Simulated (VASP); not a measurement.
Runs of VASP 6.6.1 on Si. The structure is that of space group Fd-3m (No. 227), or close to it. The cells are those of the table. 

```csv
task,level,cell,k mesh,cutoff (eV),grid for exact exchange (PRECFOCK),screening parameter,gap on the mesh (eV),pressure (GPa)
single point,PBE,"a = 3.773 Å, angles 60.0°, 2 atoms",4 × 4 × 4,520,-,-,0.58,(c)
single point,HSE06,"a = 3.734 Å, angles 60.0°, 2 atoms",6 × 6 × 6,520,Normal,0.2079 1/Å,1.11,10.2
dielectric tensor,r2SCAN,"a = 3.811 Å, angles 60.0°, 2 atoms",6 × 6 × 6,520,-,-,0.87,-
single point,PBE,"a = 3.696 Å, angles 60.0°, 2 atoms",4 × 4 × 4,500,-,-,0.43,(b)
single point,PBE,"a = 4.004 Å, angles 60.0°, 2 atoms",4 × 4 × 4,520,-,-,(a),-7.1
single point,HSE06,"a = 3.696 Å, angles 60.0°, 2 atoms",6 × 6 × 6,520,Normal,0.2079 1/Å,(d),14.7
dielectric tensor,r2SCAN,"a = 3.927 Å, angles 60.0°, 2 atoms",6 × 6 × 6,520,-,-,1.01,-
single point,PBE,"a = 3.965 Å, angles 60.0°, 2 atoms",4 × 4 × 4,520,-,-,0.87,-5.3
```

Alike in all rows: potentials or basis VASP PAW PBE potentials, release 64 (Si); no spin polarisation; smearing gaussian 0.01 eV.

Question: Estimate the missing entries.

Answer: (a) 0.92; (b) 17.2; (c) 8.5; (d) 1.04.

Caveats: some runs use coarse meshes; the PAW data sets were made with another functional, which shifts forces and pressure a little (some runs).

A k mesh can miss the band edges.
